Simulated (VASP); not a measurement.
# Si3N4 (P6_3/m) in VASP: a series of runs

Aim: see how the results for Si3N4 move with the level of theory and the settings. Levels: PBE, LDA, r2SCAN. Tasks: electric field gradients.

Everything below comes from runs of VASP 6.6.1. Logs are shortened: lines on timing, memory, paths and dates and some standing lists are left out, and cuts for length are marked.

## (1) The cell of the first run

It takes space group P6_3/m (No. 176, hexagonal). The conventional cell has a = 7.605 Å, b = 7.605 Å, c = 2.905 Å, α = 90.00°, β = 90.00°, γ = 120.00°. Within 2.3 Å of Si (site symmetry m) lie 4 N at 1.73 to 1.74 Å. Within 2.3 Å of N (site symmetry -6) lie 3 Si at 1.73 Å. Within 2.3 Å of N (site symmetry m) lie 3 Si at 1.73 to 1.74 Å.

## (2) Electric field gradients, PBE

Input file INCAR:

```
PREC = Accurate ; ENCUT = 520
EDIFF = 1E-8 ; ISMEAR = -1
SIGMA = 0.02 ; LREAL = F
LASPH = T ; NELM = 100
ALGO = Normal ; ISIF = 2
LWAVE = F ; LCHARG = F
GGA = PE ; LEFG = T
NBANDS = 45
```

Input file KPOINTS:

```
Automatic mesh
0
Gamma
  4 4 10
```

Input file POSCAR:

```
Si3N4
1.0
    7.6045444358      0.0000000000      0.0000000000
   -3.8022722179      6.5857286656      0.0000000000
    0.0000000000      0.0000000000      2.9051990800
Si N
6 8
Direct
    0.2310824300      0.8249461500      0.7500000000
    0.4061362800      0.2310824300      0.2500000000
    0.8249461500      0.5938637200      0.2500000000
    0.1750538500      0.4061362800      0.7500000000
    0.5938637200      0.7689175700      0.7500000000
    0.7689175700      0.1750538500      0.2500000000
    0.3333333333      0.6666666667      0.7500000000
    0.6666666667      0.3333333333      0.2500000000
    0.9691944900      0.6698534000      0.7500000000
    0.2993410900      0.9691944900      0.2500000000
    0.6698534000      0.7006589100      0.2500000000
    0.3301466000      0.2993410900      0.7500000000
    0.0308055100      0.3301466000      0.2500000000
    0.7006589100      0.0308055100      0.7500000000
```

Potentials or basis: VASP PAW PBE potentials, release 64 (Si, N).

Command:

```console
cat potpaw_PBE.64/Si/POTCAR potpaw_PBE.64/N/POTCAR > POTCAR
mpirun -np 1 vasp_std > vasp.out
```

OUTCAR:

```text
PREC = Accurate
   ENCUT = 520
   EDIFF = 1E-8
   ISMEAR = -1
   LREAL = F
   LASPH = T
   NELM = 100
   ISIF = 2
   GGA = PE

 ion  position               nearest neighbor table
   1  0.231  0.825  0.750-   7 1.73   9 1.73  10 1.74  10 1.74   4 2.99   5 2.99   2 3.05   2 3.05
                             3 3.05   3 3.05
   2  0.406  0.231  0.250-   8 1.73  10 1.73  12 1.74  12 1.74   3 2.99   6 2.99   1 3.05   1 3.05
                             4 3.05   4 3.05
   3  0.825  0.594  0.250-   8 1.73  11 1.73   9 1.74   9 1.74   6 2.99   2 2.99   1 3.05   1 3.05
                             5 3.05   5 3.05
   4  0.175  0.406  0.750-   7 1.73  12 1.73  13 1.74  13 1.74   1 2.99   5 2.99   6 3.05   6 3.05
                             2 3.05   2 3.05
   5  0.594  0.769  0.750-   7 1.73  14 1.73  11 1.74  11 1.74   4 2.99   1 2.99   6 3.05   6 3.05
                             3 3.05   3 3.05
   6  0.769  0.175  0.250-   8 1.73  13 1.73  14 1.74  14 1.74   3 2.99   2 2.99   5 3.05   5 3.05
                             4 3.05   4 3.05
   7  0.333  0.667  0.750-   1 1.73   4 1.73   5 1.73
   8  0.667  0.333  0.250-   6 1.73   3 1.73   2 1.73
   9  0.969  0.670  0.750-   1 1.73   3 1.74   3 1.74
  10  0.299  0.969  0.250-   2 1.73   1 1.74   1 1.74
  11  0.670  0.701  0.250-   3 1.73   5 1.74   5 1.74
  12  0.330  0.299  0.750-   4 1.73   2 1.74   2 1.74
  13  0.031  0.330  0.250-   6 1.73   4 1.74   4 1.74
  14  0.701  0.031  0.750-   5 1.73   6 1.74   6 1.74

  LATTYP: Found a hexagonal cell.
 ALAT       =     7.6045444358
 C/A-ratio  =     0.3820345985

  Lattice vectors:

 A1 = (   7.6045444358,   0.0000000000,   0.0000000000)
 A2 = (  -3.8022722179,   6.5857286656,   0.0000000000)
 A3 = (   0.0000000000,   0.0000000000,   2.9051990800)

Analysis of symmetry for initial positions (statically):
=====================================================================
 Subroutine PRICEL returns:
 Original cell was already a primitive cell.

 Routine SETGRP: Setting up the symmetry group for a
 hexagonal supercell.

 Subroutine GETGRP returns: Found 12 space group operations
 (whereof  6 operations were pure point group operations)
 out of a pool of 24 trial point group operations.

The static configuration has the point symmetry S_6 .
 The point group associated with its full space group is C_6h.

Analysis of symmetry for dynamics (positions and initial velocities):
=====================================================================
 Subroutine PRICEL returns:
 Original cell was already a primitive cell.

 Routine SETGRP: Setting up the symmetry group for a
 hexagonal supercell.

 Subroutine GETGRP returns: Found 12 space group operations
 (whereof  6 operations were pure point group operations)
 out of a pool of 24 trial point group operations.

The dynamic configuration has the point symmetry S_6 .
 The point group associated with its full space group is C_6h.

 Subroutine INISYM returns: Found 12 space group operations
 (whereof  6 operations are pure point group operations),
 and found     1 'primitive' translations

----------------------------------------------------------------------------------------

                                     Primitive cell

  volume of cell :     145.4966

  direct lattice vectors                    reciprocal lattice vectors
     7.604544436  0.000000000  0.000000000     0.131500316  0.075921743  0.000000000
    -3.802272218  6.585728666  0.000000000     0.000000000  0.151843486  0.000000000
     0.000000000  0.000000000  2.905199080     0.000000000  0.000000000  0.344210490

  length of vectors
     7.604544436  7.604544436  2.905199080     0.151843486  0.151843486  0.344210490

  position of ions in fractional coordinates (direct lattice)
     0.231082430  0.824946150  0.750000000
     0.406136280  0.231082430  0.250000000
     0.824946150  0.593863720  0.250000000
     0.175053850  0.406136280  0.750000000
     0.593863720  0.768917570  0.750000000
     0.768917570  0.175053850  0.250000000
[... 130 lines left out ...]
 maximum number of plane-waves:      3965
 NGX is ok and might be reduce to    60
   NGX = 29   NGY = 29   NGZ = 11

 number of electron      63.9999992 magnetization

 Free energy of the ion-electron system (eV)
  ---------------------------------------------------
  ext. energy  EPLUGINS =         0.00000000
  ---------------------------------------------------
  free energy    TOTEN  =      -114.48927392 eV

  energy without entropy =     -114.48927392  energy(sigma->0) =     -114.48927392

 E-fermi :   7.2257     XC(G=0): -10.8093

 val. band max:        6.7748084954   @ k =   0.0000   0.0000   0.2000
 cond. band min:      11.1097886553   @ k =   0.0000   0.0000   0.0000
 fundamental gap:      4.3349801598
 Fermi energy:         7.2256511723

 k-point     1 :       0.0000    0.0000    0.0000
  band No.  band energies     occupation
      1     -11.4580      2.00000
      2      -9.9960      2.00000
      3      -9.9960      2.00000
      4      -9.3634      2.00000
      5      -9.2194      2.00000
      6      -9.2194      2.00000
[... 1117 lines left out ...]
     43      14.4292      0.00000
     44      14.4292      0.00000
 [bands above 44 left out]

------------------------ aborting loop because EDIFF is reached ----------------------------------------

  FORCE on cell =-STRESS in cart. coord.  units (eV):
  Direction    XX          YY          ZZ          XY          YZ          ZX
  --------------------------------------------------------------------------------------
  -------------------------------------------------------------------------------------
  Total        4.9136353      4.9136353      4.9749025     -0.0000001      0.0000000      0.0000000
  in kB       54.1078863     54.1078863     54.7825475     -0.0000006      0.0000000      0.0000000
  external PRESSURE =      54.3327733 kB  Pullay stress =       0.0000000 kB

 VOLUME and BASIS-vectors are now :
 -----------------------------------------------------------------------------
  energy-cutoff  :      520.00
  volume of cell :      145.50
      direct lattice vectors                 reciprocal lattice vectors
     7.604544436  0.000000000  0.000000000     0.131500316  0.075921743  0.000000000
    -3.802272218  6.585728666  0.000000000     0.000000000  0.151843486  0.000000000
     0.000000000  0.000000000  2.905199080     0.000000000  0.000000000  0.344210490

 POSITION                                       TOTAL-FORCE (eV/Angst)
 -----------------------------------------------------------------------------------
     -1.37939      5.43287      2.17890         0.006585      0.042953      0.000000
      2.20984      1.52185      0.72630        -0.033906      0.027180     -0.000000
      4.01531      3.91103      0.72630         0.040491      0.015774      0.000000
     -0.21304      2.67470      2.17890        -0.040491     -0.015774     -0.000000
      1.59243      5.06388      2.17890         0.033906     -0.027180      0.000000
      5.18167      1.15286      0.72630        -0.006585     -0.042953     -0.000000
     -0.00000      4.39049      2.17890        -0.000000     -0.000000      0.000000
      3.80227      2.19524      0.72630        -0.000000      0.000000     -0.000000
      4.82332      4.41147      2.17890         0.013702      0.012019      0.000000
     -1.40879      6.38285      0.72630        -0.003557      0.017876     -0.000000
      2.42983      4.61435      0.72630         0.017259     -0.005857      0.000000
      1.37244      1.97138      2.17890        -0.017259      0.005857     -0.000000
     -1.02105      2.17426      0.72630        -0.013702     -0.012019      0.000000
      5.21106      0.20288      2.17890         0.003557     -0.017876      0.000000
 -----------------------------------------------------------------------------------
    total drift:                                0.000000      0.000000     -0.000000

  FREE ENERGIE OF THE ION-ELECTRON SYSTEM (eV)
  ---------------------------------------------------
  free  energy   TOTEN  =      -114.4892739183 eV

  energy  without entropy=     -114.4892739183  energy(sigma->0) =     -114.48927392

 Electric field gradients (V/A^2)
---------------------------------------------------------------------
 ion       V_xx      V_yy      V_zz      V_xy      V_xz      V_yz
---------------------------------------------------------------------
   1      -0.816     4.313    -3.497     7.151    -0.000     0.000
   2      -3.162     6.659    -3.497    -5.796     0.000     0.000
   3       9.223    -5.726    -3.497    -1.355     0.000     0.000
   4       9.223    -5.726    -3.497    -1.355     0.000     0.000
   5      -3.162     6.659    -3.497    -5.796    -0.000    -0.000
   6      -0.816     4.313    -3.497     7.151     0.000     0.000
   7      23.137    23.138   -46.275     0.001     0.000     0.000
   8      23.137    23.138   -46.275     0.001    -0.000     0.000
   9       2.801   -28.171    25.370    30.275     0.000     0.000
  10     -46.647    21.277    25.370    -1.727    -0.000    -0.000
  11       5.791   -31.161    25.370   -28.549     0.000    -0.000
  12       5.791   -31.161    25.370   -28.549     0.000    -0.000
  13       2.801   -28.171    25.370    30.275     0.000     0.000
  14     -46.647    21.277    25.370    -1.727    -0.000     0.000
---------------------------------------------------------------------

 Electric field gradients after diagonalization (V/A^2)
 (convention: |V_zz| > |V_xx| > |V_yy|)
----------------------------------------------------------------------
 ion       V_xx      V_yy      V_zz     asymmetry (V_yy - V_xx)/ V_zz
----------------------------------------------------------------------
   1      -5.848    -3.497     9.345       0.252
   2      -5.848    -3.497     9.345       0.252
   3      -5.848    -3.497     9.345       0.252
   4      -5.848    -3.497     9.345       0.252
   5      -5.848    -3.497     9.345       0.252
   6      -5.848    -3.497     9.345       0.252
   7      23.138    23.137   -46.275       0.000
   8      23.138    23.137   -46.275       0.000
   9      25.370    21.321   -46.691       0.087
  10      25.370    21.321   -46.691       0.087
  11      25.370    21.321   -46.691       0.087
  12      25.370    21.321   -46.691       0.087
  13      25.370    21.321   -46.691       0.087
  14      25.370    21.321   -46.691       0.087
----------------------------------------------------------------------

           NMR quadrupolar parameters

 Cq : quadrupolar parameter    Cq=e*Q*V_zz/h
 eta: asymmetry parameters     (V_yy - V_xx)/ V_zz
 Q  : nuclear electric quadrupole moment in mb (millibarn)
----------------------------------------------------------------------
 ion       Cq(MHz)       eta       Q (mb)
----------------------------------------------------------------------
   1       0.023       0.252       1.000
   2       0.023       0.252       1.000
   3       0.023       0.252       1.000
   4       0.023       0.252       1.000
   5       0.023       0.252       1.000
   6       0.023       0.252       1.000
   7      -0.112       0.000       1.000
   8      -0.112       0.000       1.000
   9      -0.113       0.087       1.000
  10      -0.113       0.087       1.000
  11      -0.113       0.087       1.000
  12      -0.113       0.087       1.000
  13      -0.113       0.087       1.000
  14      -0.113       0.087       1.000
----------------------------------------------------------------------
```

Run time: 3.8 min. Hardware: 1 thread of Intel Xeon 6975P-C, shared host; peak memory 0.33 GiB.

What came out:

- Free energy: -114.4893 eV
- Pressure: 5.4 GPa
- Largest force: 0.043 eV/Å
- Band gap on the k mesh: 4.33 eV, indirect (least direct gap 4.54 eV)

Forces in eV/Å, atoms in the order of the input:
```
Si   0.007  0.043  0.000
Si  -0.034  0.027  0.000
Si   0.040  0.016  0.000
Si  -0.040 -0.016  0.000
Si   0.034 -0.027  0.000
Si  -0.007 -0.043  0.000
N    0.000  0.000  0.000
N    0.000  0.000  0.000
N    0.014  0.012  0.000
N   -0.004  0.018  0.000
N    0.017 -0.006  0.000
N   -0.017  0.006  0.000
N   -0.014 -0.012  0.000
N    0.004 -0.018  0.000
```

Levels at points of the mesh, in eV from the valence-band top:
```
           k point  band 28  band 29  band 30  band 31  band 32  band 33  band 34  band 35  band 36  band 37
(0.00, 0.00, 0.00)    -1.29    -1.29    -0.46    -0.39    -0.20     4.33     4.78     4.90     4.90     5.23
(0.50, 0.00, 0.00)    -1.69    -1.35    -0.78    -0.33    -0.26     4.63     4.73     4.89     5.30     5.82
(0.00, 0.00, 0.50)    -1.63    -1.63    -1.63    -1.34    -1.34     4.72     4.72     4.72     4.72     7.32
(0.50, 0.00, 0.50)    -1.89    -1.50    -1.50    -1.05    -1.05     4.80     4.80     5.86     5.86     6.22
```

Electric field gradients, principal values (V/Å²):
| atom | least | middle | greatest (by size) |
| --- | --- | --- | --- |
| 1 Si | -3.497 | -5.848 | 9.345 |
| 2 Si | -3.497 | -5.848 | 9.345 |
| 3 Si | -3.497 | -5.848 | 9.345 |
| 4 Si | -3.497 | -5.848 | 9.345 |
| 5 Si | -3.497 | -5.848 | 9.345 |
| 6 Si | -3.497 | -5.848 | 9.345 |
| 7 N | 23.137 | 23.138 | -46.275 |
| 8 N | 23.137 | 23.138 | -46.275 |
| 9 N | 21.321 | 25.370 | -46.691 |
| 10 N | 21.321 | 25.370 | -46.691 |
| 11 N | 21.321 | 25.370 | -46.691 |
| 12 N | 21.321 | 25.370 | -46.691 |
| 13 N | 21.321 | 25.370 | -46.691 |
| 14 N | 21.321 | 25.370 | -46.691 |

Caveat: without QUAD_EFG the Cq values of the log hold for a quadrupole moment of 1 mb, not for the nuclei.

## (3) Electric field gradients, LDA

Input file INCAR:

```
SYSTEM = Si3N4
  PREC = Accurate
  ENCUT = 520
  EDIFF = 1E-8
  ISMEAR = -1
  SIGMA = 0.02
  LREAL = .False.
  LASPH = .True.
  NELM = 100
  ALGO = Normal
  ISIF = 2
  LWAVE = .False.
  LCHARG = .False.
  LEFG = .True.
  NBANDS = 45
```

Input file KPOINTS:

```
Automatic mesh
0
Gamma
  4 4 10
  0 0 0
```

POSCAR is that of step 2.

Potentials or basis: VASP PAW LDA potentials, release 64 (Si, N).

Command:

```console
cat potpaw_LDA.64/Si/POTCAR potpaw_LDA.64/N/POTCAR > POTCAR
mpirun -np 1 vasp_std > vasp.out
```

OUTCAR:

```text
SYSTEM = Si3N4
   PREC = Accurate
   ENCUT = 520
   EDIFF = 1E-8
   ISMEAR = -1
   LREAL = .False.
   LASPH = .True.
   NELM = 100
   ISIF = 2

 ion  position               nearest neighbor table
   1  0.231  0.825  0.750-   7 1.73   9 1.73  10 1.74  10 1.74   4 2.99   5 2.99   2 3.05   2 3.05
                             3 3.05   3 3.05
   2  0.406  0.231  0.250-   8 1.73  10 1.73  12 1.74  12 1.74   3 2.99   6 2.99   1 3.05   1 3.05
                             4 3.05   4 3.05
   3  0.825  0.594  0.250-   8 1.73  11 1.73   9 1.74   9 1.74   6 2.99   2 2.99   1 3.05   1 3.05
                             5 3.05   5 3.05
   4  0.175  0.406  0.750-   7 1.73  12 1.73  13 1.74  13 1.74   1 2.99   5 2.99   6 3.05   6 3.05
                             2 3.05   2 3.05
   5  0.594  0.769  0.750-   7 1.73  14 1.73  11 1.74  11 1.74   4 2.99   1 2.99   6 3.05   6 3.05
                             3 3.05   3 3.05
   6  0.769  0.175  0.250-   8 1.73  13 1.73  14 1.74  14 1.74   3 2.99   2 2.99   5 3.05   5 3.05
                             4 3.05   4 3.05
   7  0.333  0.667  0.750-   1 1.73   4 1.73   5 1.73
   8  0.667  0.333  0.250-   6 1.73   3 1.73   2 1.73
[... 1427 lines left out ...]
   7      21.999    21.998   -43.997       0.000
   8      21.999    21.998   -43.997       0.000
   9      24.383    20.082   -44.464       0.097
  10      24.382    20.082   -44.464       0.097
  11      24.382    20.081   -44.463       0.097
  12      24.382    20.081   -44.463       0.097
  13      24.383    20.082   -44.464       0.097
  14      24.382    20.082   -44.464       0.097
----------------------------------------------------------------------

           NMR quadrupolar parameters

 Cq : quadrupolar parameter    Cq=e*Q*V_zz/h
 eta: asymmetry parameters     (V_yy - V_xx)/ V_zz
 Q  : nuclear electric quadrupole moment in mb (millibarn)
----------------------------------------------------------------------
 ion       Cq(MHz)       eta       Q (mb)
----------------------------------------------------------------------
   1       0.023       0.254       1.000
   2       0.023       0.254       1.000
   3       0.023       0.254       1.000
   4       0.023       0.254       1.000
   5       0.023       0.254       1.000
   6       0.023       0.254       1.000
   7      -0.106       0.000       1.000
   8      -0.106       0.000       1.000
   9      -0.108       0.097       1.000
  10      -0.108       0.097       1.000
  11      -0.108       0.097       1.000
  12      -0.108       0.097       1.000
  13      -0.108       0.097       1.000
  14      -0.108       0.097       1.000
----------------------------------------------------------------------
```

It took 3.8 min on 1 thread of Intel Xeon 6975P-C, shared host; peak memory 0.28 GiB.

What came out:

```
Free energy            : -126.5241 eV
Pressure               : -2.7 GPa
Largest force          : 0.028 eV/Å
Band gap on the k mesh : 4.15 eV, indirect (least direct gap 4.36 eV)
```

Forces in eV/Å, atoms in the order of the input:
```
Si   0.021  0.018  0.000
Si  -0.004  0.027  0.000
Si   0.026 -0.010  0.000
Si  -0.026  0.010  0.000
Si   0.004 -0.027  0.000
Si  -0.021 -0.018  0.000
N    0.000  0.000  0.000
N    0.000  0.000  0.000
N    0.011 -0.023  0.000
N    0.025 -0.002  0.000
N   -0.014 -0.021  0.000
N    0.014  0.021  0.000
N   -0.011  0.023  0.000
N   -0.025  0.002  0.000
```

Levels at points of the mesh, in eV from the valence-band top:
| k point | band 29 | band 30 | band 31 | band 32 | band 33 | band 34 | band 35 | band 36 |
| --- | --- | --- | --- | --- | --- | --- | --- | --- |
| (0.00, 0.00, 0.00) | -1.31 | -0.47 | -0.39 | -0.21 | 4.15 | 4.63 | 4.76 | 4.76 |
| (0.50, 0.00, 0.00) | -1.37 | -0.79 | -0.34 | -0.26 | 4.47 | 4.56 | 4.71 | 5.15 |
| (0.00, 0.00, 0.50) | -1.65 | -1.65 | -1.37 | -1.37 | 4.53 | 4.53 | 4.53 | 4.53 |
| (0.50, 0.00, 0.50) | -1.53 | -1.53 | -1.07 | -1.07 | 4.63 | 4.63 | 5.67 | 5.67 |

Electric field gradients, principal values (V/Å²):
| atom | least | middle | greatest (by size) |
| --- | --- | --- | --- |
| 1 Si | -3.504 | -5.890 | 9.394 |
| 2 Si | -3.504 | -5.890 | 9.394 |
| 3 Si | -3.504 | -5.890 | 9.394 |
| 4 Si | -3.504 | -5.890 | 9.394 |
| 5 Si | -3.504 | -5.890 | 9.394 |
| 6 Si | -3.504 | -5.890 | 9.394 |
| 7 N | 21.998 | 21.999 | -43.997 |
| 8 N | 21.998 | 21.999 | -43.997 |
| 9 N | 20.082 | 24.383 | -44.464 |
| 10 N | 20.082 | 24.382 | -44.464 |
| 11 N | 20.081 | 24.382 | -44.463 |
| 12 N | 20.081 | 24.382 | -44.463 |
| 13 N | 20.082 | 24.383 | -44.464 |
| 14 N | 20.082 | 24.382 | -44.464 |

Caveat: without QUAD_EFG the Cq values of the log hold for a quadrupole moment of 1 mb, not for the nuclei. A k mesh can miss the band edges.

[end of part 1 of 2]
